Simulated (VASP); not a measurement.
# BaTiO3: single point with PBE

The system is BaTiO3.

```xyz
5
Lattice="3.9998 0.0000 0.0000 0.0000 3.9998 0.0000 0.0000 0.0000 4.0180" Properties=species:S:1:pos:R:3 pbc="T T T"
Ba    0.0000    0.0000    0.0000
Ti    1.9999    1.9999    1.9688
O     1.9999    1.9999    0.0763
O     1.9999    0.0000    2.0773
O     0.0000    1.9999    2.0773
```

```
Program                : VASP 6.6.1
Task                   : single point
Functional             : PBE
Potentials or basis    : VASP PAW PBE potentials, release 64 (Ba_sv, Ti_sv, O)
Cutoff                 : 520 eV
k mesh                 : 4 × 4 × 4
Occupations            : fermi-dirac, width 0.01 eV
Spin                   : no spin polarisation
Dipole correction      : no
Further INCAR settings : ALGO = Normal; EDIFF = 1e-07; NBANDS = 28
```

```json
{
 "Pressure": "4.2 GPa",
 "Largest force": "0.305 eV/Å",
 "Band gap on the k mesh": "1.76 eV, indirect (least direct gap 2.05 eV)"
}
```

Forces in eV/Å, atoms in the order of the input:
```
Ba   0.000  0.000  0.072
Ti   0.000  0.000 -0.200
O    0.000  0.000  0.305
O    0.000  0.000 -0.089
O    0.000  0.000 -0.089
```

Stress tensor (GPa, compression positive):
```
3.91 0.00 0.00
0.00 3.91 0.00
0.00 0.00 4.90
```

Levels at points of the mesh, in eV from the valence-band top:
```tsv
k point	band 18	band 19	band 20	band 21	band 22	band 23
(0.00, 0.00, 0.00)	-0.31	-0.29	-0.29	1.76	1.98	1.98
(0.50, 0.00, 0.00)	-1.73	-0.94	-0.84	2.11	3.48	3.51
(0.50, 0.50, 0.00)	-0.97	-0.97	-0.09	3.52	3.52	3.91
(0.00, 0.00, 0.50)	-1.94	-0.71	-0.71	1.92	3.54	3.54
(0.50, 0.00, 0.50)	-0.91	-0.89	-0.17	3.50	3.55	3.90
(0.50, 0.50, 0.50)	-0.08	-0.08	0.00	4.15	4.15	4.15
```

It took 40 s on 1 thread of Intel Xeon 6975P-C, on a shared host, peak memory 0.19 GiB.

Caveat: spin-orbit coupling is left out, which moves the levels of the heavy elements. A k mesh can miss the band edges.
